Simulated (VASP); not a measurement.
Set up this calculation in VASP 6.6.1, as the native input.

```
Task                   : single point
Functional             : PBE
Potentials or basis    : VASP PAW PBE potentials, release 64 (Zn, Cu, O)
Cutoff                 : 520 eV
k mesh                 : 6 × 6 × 4
Occupations            : gaussian, width 0.1 eV
Spin                   : collinear spin, ferromagnetic start
Starting moments       : [0.0, 0.0, 1.0, 1.0, 0.0, 0.0] μB
Dipole correction      : no
Further INCAR settings : ALGO = Normal; EDIFF = 1e-06; NBANDS = 42
```

The structure of ZnCuO lies in POSCAR:

```
ZnCuO
1.0
    3.0922970900      0.0000000000      0.0000000000
    0.0000000000      3.0922970900      0.0000000000
    0.0000000000      0.0000000000      7.1174559000
Zn Cu O
2 2 2
Direct
    0.5000000000      0.0000000000      0.1277291900
    0.0000000000      0.5000000000      0.8722708100
    0.5000000000      0.0000000000      0.6835422500
    0.0000000000      0.5000000000      0.3164577500
    0.5000000000      0.5000000000      0.0000000000
    0.0000000000      0.0000000000      0.0000000000
```

One way to write it, as run:

INCAR

```
SYSTEM = ZnCuO
PREC = Accurate
ENCUT = 520
EDIFF = 1E-6
ISMEAR = 0
SIGMA = 0.1
LREAL = .FALSE.
LASPH = .TRUE.
NELM = 150
ALGO = Normal
ISIF = 2
LWAVE = .FALSE.
LCHARG = .FALSE.
ISPIN = 2
MAGMOM = 0 0 1 1 0 0
LORBIT = 11
LMAXMIX = 4
GGA = PE
NBANDS = 42
```

KPOINTS

```
Automatic mesh
0
G
  6 6 4
  0 0 0
```

Potentials or basis: VASP PAW PBE potentials, release 64 (Zn, Cu, O).

Run with:

```bash
$ cat potpaw_PBE.64/Zn/POTCAR potpaw_PBE.64/Cu/POTCAR potpaw_PBE.64/O/POTCAR > POTCAR
$ mpirun -np 1 vasp_std > vasp.out
```

It gave:

The pressure is 58.9 GPa. The largest force is 7.180 eV/Å. The band gap on the k mesh is zero (filled and empty bands overlap). The net moment is -0.04 μB per cell and the valence electrons inside the program's atomic spheres are Zn 11.45; Cu 9.81; O 5.21.

Caveat: forces of over 1 eV/Å act on the atoms, so gaps and moduli don't describe the material at rest.

Wall time 77 s on 1 thread of Intel(R) Xeon(R) 6975P-C (Granite Rapids), with other jobs on the host, peak memory 0.28 GiB.
